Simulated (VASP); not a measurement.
# Pb (P6_3/mmc) in VASP: relaxation of cell and atoms with PBE

Aim: the relaxation of cell and atoms of Pb with PBE.

Everything below comes from runs of VASP 6.6.1. Logs are shortened: lines on timing, memory, paths and dates and some standing lists are left out, and cuts for length are marked.

## Step 1: The cell of the first run

It takes space group P6_3/mmc (No. 194, hexagonal). The conventional cell has a = 3.524 Å, b = 3.524 Å, c = 11.495 Å, α = 90.00°, β = 90.00°, γ = 120.00°. Within 4.6 Å of Pb (site symmetry -3m) lie 12 Pb at 3.52 Å. Pb (site symmetry -6m2) has 12 Pb at 3.52 Å within 4.6 Å.

This isn't the form of Pb at room conditions, which is fcc.

## Step 2: Relaxation of cell and atoms, PBE

INCAR

```
PREC     = Accurate       # precision mode
ENCUT    = 600            # plane-wave cutoff, eV
EDIFF    = 1E-7           # SCF threshold, eV
ISMEAR   = 0              # smearing method
SIGMA    = 0.1            # smearing width, eV
LREAL    = F              # projectors in reciprocal space
LASPH    = T              # aspherical terms in the spheres
NELM     = 100            # most SCF steps
ALGO     = Normal         # electronic algorithm
ISIF     = 3              # what is computed and relaxed
LWAVE    = F              # write WAVECAR
LCHARG   = F              # write CHGCAR
GGA      = PE             # functional
IBRION   = 2              # ionic algorithm
NSW      = 100            # ionic steps
EDIFFG   = -0.005         # ionic threshold
```

KPOINTS

```
regular mesh
0
Gamma
  15 15 4
```

POSCAR

```
Pb
1.0
    3.5243661423      0.0000000000      0.0000000000
   -1.7621830711      3.0521906115      0.0000000000
    0.0000000000      0.0000000000     11.4952418100
Pb
4
Direct
    0.0000000000      0.0000000000      0.0000000000
    0.3333333300      0.6666666700      0.2500000000
    0.0000000000      0.0000000000      0.5000000000
    0.6666666700      0.3333333300      0.7500000000
```

Potentials or basis: VASP PAW PBE potentials, release 64 (Pb_d).

Launch:

```
> cat potpaw_PBE.64/Pb_d/POTCAR > POTCAR
> mpirun -np 1 vasp_std > vasp.out
```

OUTCAR:

```text
PREC = Accurate
   ENCUT = 600
   EDIFF = 1E-7
   ISMEAR = 0
   LREAL = F
   LASPH = T
   NELM = 100
   ISIF = 3
   GGA = PE
   IBRION = 2
   NSW = 100
   EDIFFG = -0.005

 ion  position               nearest neighbor table
   1  0.000  0.000  0.000-   2 3.52   4 3.52   4 3.52   2 3.52   4 3.52   2 3.52
   2  0.333  0.667  0.250-   1 3.52   3 3.52   1 3.52   3 3.52   1 3.52   3 3.52
   3  0.000  0.000  0.500-   2 3.52   4 3.52   4 3.52   2 3.52   4 3.52   2 3.52
   4  0.667  0.333  0.750-   1 3.52   3 3.52   1 3.52   3 3.52   1 3.52   3 3.52

  LATTYP: Found a hexagonal cell.
 ALAT       =     3.5243661423
 C/A-ratio  =     3.2616480087

  Lattice vectors:

 A1 = (   3.5243661423,   0.0000000000,   0.0000000000)
 A2 = (  -1.7621830711,   3.0521906115,   0.0000000000)
 A3 = (   0.0000000000,   0.0000000000,  11.4952418100)

Analysis of symmetry for initial positions (statically):
=====================================================================
 Subroutine PRICEL returns:
 Original cell was already a primitive cell.

 Routine SETGRP: Setting up the symmetry group for a
 hexagonal supercell.

 Subroutine GETGRP returns: Found 24 space group operations
 (whereof 12 operations were pure point group operations)
 out of a pool of 24 trial point group operations.

The static configuration has the point symmetry D_3d.
 The point group associated with its full space group is D_6h.

Analysis of symmetry for dynamics (positions and initial velocities):
=====================================================================
 Subroutine PRICEL returns:
 Original cell was already a primitive cell.

 Routine SETGRP: Setting up the symmetry group for a
 hexagonal supercell.

 Subroutine GETGRP returns: Found 24 space group operations
 (whereof 12 operations were pure point group operations)
 out of a pool of 24 trial point group operations.

The dynamic configuration has the point symmetry D_3d.
 The point group associated with its full space group is D_6h.

 Subroutine INISYM returns: Found 24 space group operations
 (whereof 12 operations are pure point group operations),
 and found     1 'primitive' translations

----------------------------------------------------------------------------------------

                                     Primitive cell

  volume of cell :     123.6547

  direct lattice vectors                    reciprocal lattice vectors
     3.524366142  0.000000000  0.000000000     0.283738965  0.163816768  0.000000000
    -1.762183071  3.052190611  0.000000000     0.000000000  0.327633535  0.000000000
     0.000000000  0.000000000 11.495241810     0.000000000  0.000000000  0.086992515
[... 72 lines left out ...]
   total plane-waves  NPLWV =  75264
   dimension x,y,z NGX =    28 NGY =   28 NGZ =   96
   dimension x,y,z NGXF=    56 NGYF=   56 NGZF=  192
   ions per type =               4
   NGX,Y,Z   is equivalent  to a cutoff of  13.21, 13.21, 13.88 a.u.
   NGXF,Y,Z  is equivalent  to a cutoff of  26.42, 26.42, 27.77 a.u.
 SYSTEM =  unknown system
   PREC   = accura    normal or accurate (medium, high low for compatibility)
   ISTART =      0    job   : 0-new  1-cont  2-samecut
   ICHARG =      2    charge: 1-file 2-atom 10-const
   ISPIN  =      1    spin polarized calculation?
   LNONCOLLINEAR =      F non collinear calculations
   LSORBIT =      F    spin-orbit coupling
   LASPH  =      T    aspherical Exc in radial PAW
   ENCUT  =  600.0 eV  44.10 Ry    6.64 a.u.   7.04  7.04 22.96*2*pi/ulx,y,z
   NELM   =    100;   NELMIN=  2; NELMDL= -5     # of ELM steps
   EDIFF  = 0.1E-06   stopping-criterion for ELM
   LREAL  =      F    real-space projection
   EDIFFG = -.5E-02   stopping-criterion for IOM
   NSW    =    100    number of steps for IOM
   IBRION =      2    ionic relax: 0-MD 1-quasi-New 2-CG
   NFREE  =      1    steps in history (QN), initial steepest desc. (CG)
   ISIF   =      3    stress and relaxation
   ISYM   =      2    0-nonsym 1-usesym 2-fastsym
   POTIM  = 0.5000    time-step for ionic-motion
   TEBEG  =    0.0;   TEEND  =   0.0 temperature during run
   PSTRESS=    0.0 pullay stress
   NELECT =      56.0000    total number of electrons
   NUPDOWN=      -1.0000    fix difference up-down
   EMIN   =  10.00;   EMAX   =-10.00  energy-range for DOS
   EFERMI =   0.00;   METHOD = LEGACY
   ISMEAR =     0;   SIGMA  =   0.10  broadening in eV -4-tet -1-fermi 0-gaus
   EFERMI_NEDOS =   21; number of points for ismear=-14 and -15
   IALGO  =     38    algorithm
   IMIX   =      4    mixing-type and parameters
     AMIX     =   0.40;   BMIX     =  1.00
     AMIX_MAG =   1.60;   BMIX_MAG =  1.00
  volume/ion in A,a.u.               =      30.91       208.62
  Fermi-wavevector in a.u.,A,eV,Ry     =   1.257189  2.375743 21.504338  1.580524
  Thomas-Fermi vector in A             =   2.390860
   LORBIT       =      0    0 simple, 1 ext, 2 COOP (PROOUT), +10 PAW based schemes
   GGA     = PE    functional components
   LHFCALC =     F    Hartree Fock is set to
   AEXX    =    0.0000 exact exchange contribution
   IVDW    =     0    specifies the selected vdW correction
   LEPSILON=     F    determine dielectric tensor
   LRPA    =     F    only Hartree local field effects (RPA)
 conjugate gradient relaxation of ions
 non-spin polarized calculation
 Gauss-broadening in eV      SIGMA  =   0.10
  energy-cutoff  :      600.00
  volume of cell :      123.65
 maximum number of plane-waves:      4153
   NGX = 15   NGY = 15   NGZ = 45

--------------------------------------- Ionic step        1  -------------------------------------------

 number of electron      56.0000010 magnetization

 Free energy of the ion-electron system (eV)
  ---------------------------------------------------
  ext. energy  EPLUGINS =         0.00000000
  ---------------------------------------------------
  free energy    TOTEN  =       -14.22712822 eV

  energy without entropy =      -14.21818169  energy(sigma->0) =      -14.22265496

 E-fermi :   7.0597     XC(G=0): -10.0938

 val. band max:        7.0512157564   @ k =   0.2667   0.0667   0.2500
 cond. band min:       7.0718367440   @ k =   0.2000   0.0667   0.0000
 fundamental gap:      0.0206209876
 Fermi energy:         7.0596768171

 k-point     1 :       0.0000    0.0000    0.0000
  band No.  band energies     occupation
      1     -10.0231      2.00000
      2     -10.0109      2.00000
      3      -9.9973      2.00000
      4      -9.9973      2.00000
      5      -9.9929      2.00000
      6      -9.9927      2.00000
[... 930 lines left out ...]
--------------------------------------- Ionic step        3  -------------------------------------------

 number of electron      56.0000004 magnetization

 Free energy of the ion-electron system (eV)
  ---------------------------------------------------
  ext. energy  EPLUGINS =         0.00000000
  ---------------------------------------------------
  free energy    TOTEN  =       -14.24438382 eV

  energy without entropy =      -14.23528812  energy(sigma->0) =      -14.23983597

 E-fermi :   6.7073     XC(G=0):  -9.9419

 val. band max:        6.6984125815   @ k =   0.2000   0.0667   0.0000
 cond. band min:       6.7101896283   @ k =   0.3333   0.2667   0.5000
 fundamental gap:      0.0117770468
 Fermi energy:         6.7072540847

 k-point     1 :       0.0000    0.0000    0.0000
  band No.  band energies     occupation
      1     -10.3461      2.00000
      2     -10.3373      2.00000
      3     -10.3250      2.00000
      4     -10.3250      2.00000
      5     -10.3225      2.00000
      6     -10.3213      2.00000
[... 886 lines left out ...]
  FREE ENERGIE OF THE ION-ELECTRON SYSTEM (eV)
  ---------------------------------------------------
  free  energy   TOTEN  =       -14.2443838218 eV

  energy  without entropy=      -14.2352881224  energy(sigma->0) =      -14.23983597

 reached required accuracy - stopping structural energy minimisation
```

CONTCAR:

```text
Pb
   1.00000000000000
     3.5599941349083077    0.0000000000005836   -0.0000000000000000
    -1.7799970674031431    3.0830453581852701   -0.0000000000000000
     0.0000000000000000    0.0000000000000000   11.6338031570322809
  Pb
     4
Direct
     0.0000000000000000    1.0000000000000000    0.0000000000000000
     0.3333333300000021    0.6666666699999979    0.2500000000000000
     0.0000000000000000    1.0000000000000000    0.5000000000000000
     0.6666666699999979    0.3333333300000021    0.7500000000000000

  0.00000000E+00  0.00000000E+00  0.00000000E+00
  0.00000000E+00  0.00000000E+00  0.00000000E+00
  0.00000000E+00  0.00000000E+00  0.00000000E+00
  0.00000000E+00  0.00000000E+00  0.00000000E+00
```

Run time: 13 min. Hardware: 1 thread of Intel Xeon Platinum 8488C (Sapphire Rapids), shared host; peak memory 0.45 GiB.

Results:

| Item | Value |
| --- | --- |
| Free energy | -14.2444 eV |
| Relaxed volume | 31.92 Å³/atom |
| Relaxed cell | a = 3.560 Å, b = 3.560 Å, c = 11.634 Å, α = 90.00°, β = 90.00°, γ = 120.00° |
| Space group after relaxing (to 0.1 Å) | P6_3/mmc (No. 194) |
| Energy gained by relaxing | 4.3 meV/atom |
| Ionic steps | 3 |
| Pressure after relaxing | 0.0 GPa |
| Band gap on the k mesh | zero (bands 28 and 29 overlap by 7.30 eV) |

The path:
| step | energy change (eV) | largest force (eV/Å) | pressure (GPa) | volume (Å³) |
| --- | --- | --- | --- | --- |
| 1 | 0.0000 | 0.0000 | 1.40 | 123.65 |
| 2 | -0.0165 | 0.0000 | -0.27 | 128.55 |
| 3 | -0.0173 | 0.0000 | 0.00 | 127.69 |

Final structure:
```
Pb
1.0
     3.55999    0.00000    0.00000
    -1.78000    3.08305    0.00000
     0.00000    0.00000   11.63380
Pb
4
Direct
  0.00000 0.00000 0.00000
  0.33333 0.66667 0.25000
  0.00000 0.00000 0.50000
  0.66667 0.33333 0.75000
```

Caveat: spin-orbit coupling is left out, which moves the levels of the heavy elements.
